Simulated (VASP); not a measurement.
# BN (Qingsongite) (F-43m) in VASP: further runs, part 2 of 3

VASP 6.6.1. The steps go on from the part before.

## 3. Single point, PBE

This run uses another cell than the first one, of 5.43 Å³/atom, 1.045 times its volume.

Input file INCAR:

```
SYSTEM = BN
ALGO     = Normal         ! electronic algorithm
EDIFF    = 1E-6           ! SCF threshold, eV
ENCUT    = 520            ! plane-wave cutoff, eV
GGA      = PE             ! functional
ISIF     = 2              ! what is computed and relaxed
ISMEAR   = 0              ! smearing method
LASPH    = .TRUE.         ! aspherical terms in the spheres
LCHARG   = .TRUE.         ! write CHGCAR
LELF     = .TRUE.         ! ELF
LREAL    = .FALSE.        ! projectors in reciprocal space
LVHAR    = .TRUE.       
LWAVE    = .FALSE.        ! write WAVECAR
NBANDS   = 11             ! bands
NELM     = 60             ! most SCF steps
PREC     = Accurate       ! precision mode
SIGMA    = 0.01           ! smearing width, eV
```

Input file KPOINTS:

```
k-points
0
G
  10 10 10
  0 0 0
```

Input file POSCAR:

```
BN
1.0
    0.0000000000      1.7579543034      1.7579543034
    1.7579543034      0.0000000000      1.7579543034
    1.7579543034      1.7579543034      0.0000000000
B N
1 1
Direct
    0.0000000000      0.0000000000      0.0000000000
    0.2500000000      0.2500000000      0.2500000000
```

Potentials or basis: VASP PAW PBE potentials, release 64 (B, N).

Started as:

```sh
$ cat potpaw_PBE.64/B/POTCAR potpaw_PBE.64/N/POTCAR > POTCAR
$ mpirun -np 1 vasp_std > vasp.out
```

OUTCAR:

```text
SYSTEM = BN
   EDIFF = 1E-6
   ENCUT = 520
   GGA = PE
   ISIF = 2
   ISMEAR = 0
   LASPH = .TRUE.
   LREAL = .FALSE.
   NELM = 60
   PREC = Accurate

 ion  position               nearest neighbor table
   1  0.000  0.000  0.000-   2 1.52   2 1.52   2 1.52   2 1.52
   2  0.250  0.250  0.250-   1 1.52   1 1.52   1 1.52   1 1.52

  LATTYP: Found a face centered cubic cell.
 ALAT       =     3.5159086068

  Lattice vectors:

 A1 = (   0.0000000000,   1.7579543034,   1.7579543034)
 A2 = (   1.7579543034,   0.0000000000,   1.7579543034)
 A3 = (   1.7579543034,   1.7579543034,   0.0000000000)

Analysis of symmetry for initial positions (statically):
=====================================================================
 Subroutine PRICEL returns:
 Original cell was already a primitive cell.

 Routine SETGRP: Setting up the symmetry group for a
 face centered cubic supercell.

 Subroutine GETGRP returns: Found 24 space group operations
 (whereof 24 operations were pure point group operations)
 out of a pool of 48 trial point group operations.

The static configuration has the point symmetry T_d .

Analysis of symmetry for dynamics (positions and initial velocities):
=====================================================================
 Subroutine PRICEL returns:
 Original cell was already a primitive cell.

 Routine SETGRP: Setting up the symmetry group for a
 face centered cubic supercell.

 Subroutine GETGRP returns: Found 24 space group operations
 (whereof 24 operations were pure point group operations)
 out of a pool of 48 trial point group operations.

The dynamic configuration has the point symmetry T_d .

 Subroutine INISYM returns: Found 24 space group operations
 (whereof 24 operations are pure point group operations),
 and found     1 'primitive' translations

----------------------------------------------------------------------------------------

                                     Primitive cell

  volume of cell :      10.8656

  direct lattice vectors                    reciprocal lattice vectors
[... 112 lines left out ...]
   GGA     = PE    functional components
   LHFCALC =     F    Hartree Fock is set to
   AEXX    =    0.0000 exact exchange contribution
   IVDW    =     0    specifies the selected vdW correction
   LEPSILON=     F    determine dielectric tensor
   LRPA    =     F    only Hartree local field effects (RPA)
 non-spin polarized calculation
 Gauss-broadening in eV      SIGMA  =   0.01
  energy-cutoff  :      520.00
  volume of cell :       10.87
 maximum number of plane-waves:       303
   NGX =  9   NGY =  9   NGZ =  9

 number of electron       7.9999999 magnetization

 Free energy of the ion-electron system (eV)
  ---------------------------------------------------
  ext. energy  EPLUGINS =         0.00000000
  ---------------------------------------------------
  free energy    TOTEN  =       -17.32533572 eV

  energy without entropy =      -17.32533572  energy(sigma->0) =      -17.32533572

 E-fermi :   8.6668     XC(G=0): -13.2386

 val. band max:        8.4653932650   @ k =   0.0000   0.0000   0.0000
 cond. band min:      13.0082779384   @ k =   0.5000   0.5000   0.0000
 fundamental gap:      4.5428846734
 Fermi energy:         8.6668290668

 k-point     1 :       0.0000    0.0000    0.0000
  band No.  band energies     occupation
      1     -12.7451      2.00000
      2       8.4654      2.00000
      3       8.4654      2.00000
      4       8.4654      2.00000
      5      17.6838      0.00000
      6      17.6838      0.00000
      7      17.6838      0.00000
      8      20.2057      0.00000
      9      34.8218      0.00000
     10      37.2724      0.00000
     11      37.2724      0.00000
[... 309 lines left out ...]
 k-point    24 :       0.4000    0.3000    0.0000
  band No.  band energies     occupation
      1      -8.6708      2.00000
      2       1.3494      2.00000
      3       3.5784      2.00000
      4       4.0314      2.00000
      5      14.7988      0.00000
      6      19.6319      0.00000
      7      25.0642      0.00000
      8      25.0782      0.00000
      9      29.5045      0.00000
     10      37.3599      0.00000
     11      41.6628      0.00000

 [... further k-points ...]
[... 5 lines left out ...]
  --------------------------------------------------------------------------------------
  -------------------------------------------------------------------------------------
  Total        2.7596816      2.7596816      2.7596816     -0.0000000     -0.0000000      0.0000000
  in kB      406.9273001    406.9273001    406.9273001     -0.0000000     -0.0000000      0.0000000
  external PRESSURE =     406.9273001 kB  Pullay stress =       0.0000000 kB

 VOLUME and BASIS-vectors are now :
 -----------------------------------------------------------------------------
  energy-cutoff  :      520.00
  volume of cell :       10.87
      direct lattice vectors                 reciprocal lattice vectors
     0.000000000  1.757954303  1.757954303    -0.284421500  0.284421500  0.284421500
     1.757954303  0.000000000  1.757954303     0.284421500 -0.284421500  0.284421500
     1.757954303  1.757954303  0.000000000     0.284421500  0.284421500 -0.284421500

 POSITION                                       TOTAL-FORCE (eV/Angst)
 -----------------------------------------------------------------------------------
      0.00000      0.00000      0.00000         0.000000      0.000000      0.000000
      0.87898      0.87898      0.87898        -0.000000     -0.000000     -0.000000
 -----------------------------------------------------------------------------------
    total drift:                                0.000000      0.000000     -0.000000

  FREE ENERGIE OF THE ION-ELECTRON SYSTEM (eV)
  ---------------------------------------------------
  free  energy   TOTEN  =       -17.3253357184 eV

  energy  without entropy=      -17.3253357184  energy(sigma->0) =      -17.32533572
```

stdout:

```text
POSCAR found type information on POSCAR B N
 POSCAR found :  2 types and       2 ions
 scaLAPACK will be used
 LDA part: xc-table for (Slater+PW92), standard interpolation
 POSCAR, INCAR and KPOINTS ok, starting setup
 FFT: planning ... GRIDC
 FFT: planning ... GRID_SOFT
 FFT: planning ... GRID
 WAVECAR not read
 entering main loop
```

It took 13 s on 1 thread of AMD EPYC 7R13, shared host; peak memory 0.08 GiB.

Results:

```
Free energy            : -17.3253 eV
Pressure               : 40.7 GPa
Band gap on the k mesh : 4.54 eV, indirect (least direct gap 9.22 eV)
```

A k mesh can miss the band edges.

(Continued in part 3 of 3.)
